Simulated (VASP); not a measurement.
# Fe (Fm-3m) in VASP: notebook

Runs on Fe. Level: RPBE. Tasks: single point, relaxation of cell and atoms.

Everything below comes from runs of VASP 6.6.1. Logs are shortened: lines on timing, memory, paths and dates and some standing lists are left out, and cuts for length are marked.

### 1 The cell of the first run

Symmetry: Fm-3m, No. 225, cubic system. The conventional cell has a = 3.521 Å, b = 3.521 Å, c = 3.521 Å, α = 90.00°, β = 90.00°, γ = 90.00°. Fe (site symmetry m-3m) has 12 Fe at 2.49 Å within 3.3 Å.

### 2 Single point, RPBE (volume scaled by 1.04)

INCAR

```
SYSTEM = Fe
ALGO = Normal ; EDIFF = 1E-6
ENCUT = 520 ; GGA = RP
ISIF = 2 ; ISMEAR = -1
LASPH = .TRUE. ; LCHARG = .FALSE.
LREAL = .FALSE. ; LWAVE = .FALSE.
NBANDS = 10 ; NELM = 60
PREC = Accurate ; SIGMA = 0.1
```

KPOINTS

```
k-points
0
G
  17 17 17
  0 0 0
```

POSCAR

```
Fe
1.0
    0.0000000000      1.7607488052      1.7607488052
    1.7607488052      0.0000000000      1.7607488052
    1.7607488052      1.7607488052      0.0000000000
Fe
1
Direct
    0.0000000000      0.0000000000      0.0000000000
```

Potentials or basis: VASP PAW PBE potentials, release 64 (Fe).

On the command line:

```bash
> cat potpaw_PBE.64/Fe/POTCAR > POTCAR
> mpirun -np 1 vasp_std > vasp.out
```

OUTCAR:

```text
SYSTEM = Fe
   EDIFF = 1E-6
   ENCUT = 520
   GGA = RP
   ISIF = 2
   ISMEAR = -1
   LASPH = .TRUE.
   LREAL = .FALSE.
   NELM = 60
   PREC = Accurate

 ion  position               nearest neighbor table
   1  0.000  0.000  0.000-

  LATTYP: Found a face centered cubic cell.
 ALAT       =     3.5214976104

  Lattice vectors:

 A1 = (   0.0000000000,   1.7607488052,   1.7607488052)
 A2 = (   1.7607488052,   0.0000000000,   1.7607488052)
 A3 = (   1.7607488052,   1.7607488052,   0.0000000000)

Analysis of symmetry for initial positions (statically):
=====================================================================
 Subroutine PRICEL returns:
 Original cell was already a primitive cell.

 Routine SETGRP: Setting up the symmetry group for a
 face centered cubic supercell.

 Subroutine GETGRP returns: Found 48 space group operations
 (whereof 48 operations were pure point group operations)
 out of a pool of 48 trial point group operations.

The static configuration has the point symmetry O_h .

Analysis of symmetry for dynamics (positions and initial velocities):
=====================================================================
 Subroutine PRICEL returns:
 Original cell was already a primitive cell.

 Routine SETGRP: Setting up the symmetry group for a
 face centered cubic supercell.

 Subroutine GETGRP returns: Found 48 space group operations
 (whereof 48 operations were pure point group operations)
 out of a pool of 48 trial point group operations.

The dynamic configuration has the point symmetry O_h .

 Subroutine INISYM returns: Found 48 space group operations
 (whereof 48 operations are pure point group operations),
 and found     1 'primitive' translations

----------------------------------------------------------------------------------------

                                     Primitive cell

  volume of cell :      10.9175

  direct lattice vectors                    reciprocal lattice vectors
     0.000000000  1.760748805  1.760748805    -0.283970092  0.283970092  0.283970092
     1.760748805  0.000000000  1.760748805     0.283970092 -0.283970092  0.283970092
     1.760748805  1.760748805  0.000000000     0.283970092  0.283970092 -0.283970092

  length of vectors
     2.490074840  2.490074840  2.490074840     0.491850627  0.491850627  0.491850627

  position of ions in fractional coordinates (direct lattice)
     0.000000000  0.000000000  0.000000000

  ion indices of the primitive-cell ions
   primitive index   ion index
                 1           1

----------------------------------------------------------------------------------------

 KPOINTS: k-points

Automatic generation of k-mesh.
 Grid dimensions read from file:
 generate k-points for:   17   17   17

 Generating k-lattice:

  Cartesian coordinates                     Fractional coordinates (reciprocal lattice)
    -0.016704123  0.016704123  0.016704123     0.058823529  0.000000000  0.000000000
     0.016704123 -0.016704123  0.016704123     0.000000000  0.058823529  0.000000000
     0.016704123  0.016704123 -0.016704123     0.000000000  0.000000000  0.058823529

  Length of vectors
     0.028932390  0.028932390  0.028932390

  Shift w.r.t. Gamma in fractional coordinates (k-lattice)
     0.000000000  0.000000000  0.000000000

 Subroutine IBZKPT returns following result:
 ===========================================

 Found    165 irreducible k-points:

 Following reciprocal coordinates:
            Coordinates               Weight
  0.000000  0.000000  0.000000      1.000000
  0.058824  0.000000  0.000000      8.000000
  0.117647  0.000000  0.000000      8.000000
  0.176471  0.000000  0.000000      8.000000
  0.235294  0.000000  0.000000      8.000000
  0.294118  0.000000  0.000000      8.000000
[... 16 lines left out ...]
 -0.176471  0.058824  0.000000     24.000000
 -0.117647  0.058824  0.000000     24.000000
 [... further k-points ...]
   k-points           NKPTS =    165   k-points in BZ     NKDIM =    165   number of bands    NBANDS=     10
   number of dos      NEDOS =    301   number of ions     NIONS =      1
   total plane-waves  NPLWV =   8000
   dimension x,y,z NGX =    20 NGY =   20 NGZ =   20
   dimension x,y,z NGXF=    40 NGYF=   40 NGZF=   40
   ions per type =               1
   NGX,Y,Z   is equivalent  to a cutoff of  13.35, 13.35, 13.35 a.u.
   NGXF,Y,Z  is equivalent  to a cutoff of  26.71, 26.71, 26.71 a.u.
 SYSTEM =  Fe
   PREC   = accura    normal or accurate (medium, high low for compatibility)
   ISTART =      0    job   : 0-new  1-cont  2-samecut
   ICHARG =      2    charge: 1-file 2-atom 10-const
   ISPIN  =      1    spin polarized calculation?
   LNONCOLLINEAR =      F non collinear calculations
   LSORBIT =      F    spin-orbit coupling
   LASPH  =      T    aspherical Exc in radial PAW
   ENCUT  =  520.0 eV  38.22 Ry    6.18 a.u.   4.63  4.63  4.63*2*pi/ulx,y,z
   NELM   =     60;   NELMIN=  2; NELMDL= -5     # of ELM steps
   EDIFF  = 0.1E-05   stopping-criterion for ELM
   LREAL  =      F    real-space projection
   EDIFFG = 0.1E-04   stopping-criterion for IOM
   NSW    =      0    number of steps for IOM
   IBRION =     -1    ionic relax: 0-MD 1-quasi-New 2-CG
   NFREE  =      0    steps in history (QN), initial steepest desc. (CG)
   ISIF   =      2    stress and relaxation
   ISYM   =      2    0-nonsym 1-usesym 2-fastsym
   POTIM  = 0.5000    time-step for ionic-motion
   TEBEG  =    0.0;   TEEND  =   0.0 temperature during run
   PSTRESS=    0.0 pullay stress
   NELECT =       8.0000    total number of electrons
   NUPDOWN=      -1.0000    fix difference up-down
   EMIN   =  10.00;   EMAX   =-10.00  energy-range for DOS
   EFERMI =   0.00;   METHOD = LEGACY
   ISMEAR =    -1;   SIGMA  =   0.10  broadening in eV -4-tet -1-fermi 0-gaus
   EFERMI_NEDOS =   21; number of points for ismear=-14 and -15
   IALGO  =     38    algorithm
   IMIX   =      4    mixing-type and parameters
     AMIX     =   0.40;   BMIX     =  1.00
     AMIX_MAG =   1.60;   BMIX_MAG =  1.00
  volume/ion in A,a.u.               =      10.92        73.67
  Fermi-wavevector in a.u.,A,eV,Ry     =   1.475924  2.789093 29.638287  2.178353
  Thomas-Fermi vector in A             =   2.590514
   LORBIT       =      0    0 simple, 1 ext, 2 COOP (PROOUT), +10 PAW based schemes
   GGA     = RP    functional components
   LHFCALC =     F    Hartree Fock is set to
   AEXX    =    0.0000 exact exchange contribution
   IVDW    =     0    specifies the selected vdW correction
   LEPSILON=     F    determine dielectric tensor
   LRPA    =     F    only Hartree local field effects (RPA)
 non-spin polarized calculation
  energy-cutoff  :      520.00
  volume of cell :       10.92
 maximum number of plane-waves:       306
   NGX =  9   NGY =  9   NGZ =  9

 number of electron       7.9999997 magnetization

 Free energy of the ion-electron system (eV)
  ---------------------------------------------------
  ext. energy  EPLUGINS =         0.00000000
  ---------------------------------------------------
  free energy    TOTEN  =        -7.52438730 eV

  energy without entropy =       -7.45914470  energy(sigma->0) =       -7.49176600

 E-fermi :   6.2287     XC(G=0): -13.3072

 val. band max:        6.2249395781   @ k =   0.2941   0.1176   0.0000
 cond. band min:       6.2360462572   @ k =   0.1765   0.0588   0.0000
 fundamental gap:      0.0111066791
 Fermi energy:         6.2287242164

 k-point     1 :       0.0000    0.0000    0.0000
  band No.  band energies     occupation
      1      -2.2408      2.00000
      2       4.7510      2.00000
      3       4.7510      2.00000
      4       4.7510      2.00000
      5       6.1550      1.35289
      6       6.1550      1.35289
      7      28.9494      0.00000
      8      34.0464      0.00000
      9      34.0464      0.00000
     10      34.0464      0.00000

 k-point     2 :       0.0588    0.0000    0.0000
  band No.  band energies     occupation
      1      -2.1007      2.00000
      2       4.7008      2.00000
      3       4.7903      2.00000
      4       4.7903      2.00000
      5       6.1363      1.43177
      6       6.1363      1.43177
      7      28.7632      0.00000
      8      32.3922      0.00000
      9      33.8518      0.00000
     10      33.8518      0.00000

 k-point     3 :       0.1176    0.0000    0.0000
  band No.  band energies     occupation
      1      -1.6894      2.00000
      2       4.5664      2.00000
      3       4.8900      2.00000
      4       4.8900      2.00000
      5       6.0989      1.57124
      6       6.0989      1.57124
      7      27.6197      0.00000
      8      30.6312      0.00000
      9      33.4428      0.00000
     10      33.4428      0.00000

 k-point     4 :       0.1765    0.0000    0.0000
  band No.  band energies     occupation
      1      -1.0381      2.00000
      2       4.3959      2.00000
      3       4.9904      1.99999
      4       4.9904      1.99999
      5       6.1022      1.55976
      6       6.1022      1.55976
      7      25.2139      0.00000
      8      29.9541      0.00000
      9      33.0268      0.00000
     10      33.0268      0.00000
[... 222 lines left out ...]
 k-point    22 :      -0.2353    0.0588    0.0000
  band No.  band energies     occupation
      1       0.1842      2.00000
      2       4.1930      2.00000
      3       4.9728      1.99999
      4       5.0571      1.99998
      5       6.0863      1.61207
      6       6.5485      0.07848
      7      21.7046      0.00000
      8      28.1847      0.00000
      9      31.7657      0.00000
     10      34.4835      0.00000

 k-point    23 :      -0.1765    0.0588    0.0000
  band No.  band energies     occupation
      1      -0.6647      2.00000
      2       4.2833      2.00000
      3       5.0182      1.99999
      4       5.0688      1.99998
      5       5.9356      1.89877
      6       6.3219      0.56494
      7      24.4027      0.00000
      8      28.6602      0.00000
      9      32.3066      0.00000
     10      34.6089      0.00000

 k-point    24 :      -0.1176    0.0588    0.0000
  band No.  band energies     occupation
      1      -1.3780      2.00000
      2       4.4525      2.00000
      3       4.9653      1.99999
      4       4.9685      1.99999
      5       5.9561      1.87711
      6       6.2089      1.09876
      7      26.9548      0.00000
      8      29.3333      0.00000
      9      32.5810      0.00000
     10      34.7118      0.00000

 [... further k-points ...]
[... 5 lines left out ...]
  --------------------------------------------------------------------------------------
  -------------------------------------------------------------------------------------
  Total       -0.6590750     -0.6590750     -0.6590750      0.0000000      0.0000000      0.0000000
  in kB      -96.7215498    -96.7215498    -96.7215498      0.0000000      0.0000000      0.0000000
  external PRESSURE =     -96.7215498 kB  Pullay stress =       0.0000000 kB

 VOLUME and BASIS-vectors are now :
 -----------------------------------------------------------------------------
  energy-cutoff  :      520.00
  volume of cell :       10.92
      direct lattice vectors                 reciprocal lattice vectors
     0.000000000  1.760748805  1.760748805    -0.283970092  0.283970092  0.283970092
     1.760748805  0.000000000  1.760748805     0.283970092 -0.283970092  0.283970092
     1.760748805  1.760748805  0.000000000     0.283970092  0.283970092 -0.283970092

 POSITION                                       TOTAL-FORCE (eV/Angst)
 -----------------------------------------------------------------------------------
      0.00000      0.00000      0.00000         0.000000      0.000000      0.000000
 -----------------------------------------------------------------------------------
    total drift:                               -0.000000     -0.000000     -0.000000

  FREE ENERGIE OF THE ION-ELECTRON SYSTEM (eV)
  ---------------------------------------------------
  free  energy   TOTEN  =        -7.5243872990 eV

  energy  without entropy=       -7.4591447031  energy(sigma->0) =       -7.49176600
```

It took 40 s on 1 thread of AMD EPYC 7R13, shared host; peak memory 0.11 GiB.

Results:

| Item | Value |
| --- | --- |
| Free energy | -7.5244 eV |
| Pressure | -9.7 GPa |
| Band gap on the k mesh | zero (band 4 reaches 7.34 eV, above the bottom of band 5 at 5.54 eV) |

Levels at points of the mesh, in eV from the Fermi level:
| k point | band 2 | band 3 | band 4 | band 5 | band 6 | band 7 |
| --- | --- | --- | --- | --- | --- | --- |
| (0.00, 0.00, 0.00) | -1.48 | -1.48 | -1.48 | -0.07 | -0.07 | 22.72 |

Caveat: the PAW data sets were made with another functional, which shifts forces and pressure a little; the run has no spin polarisation, though such a crystal can be magnetic.

(Part 1 of 3 ends here.)
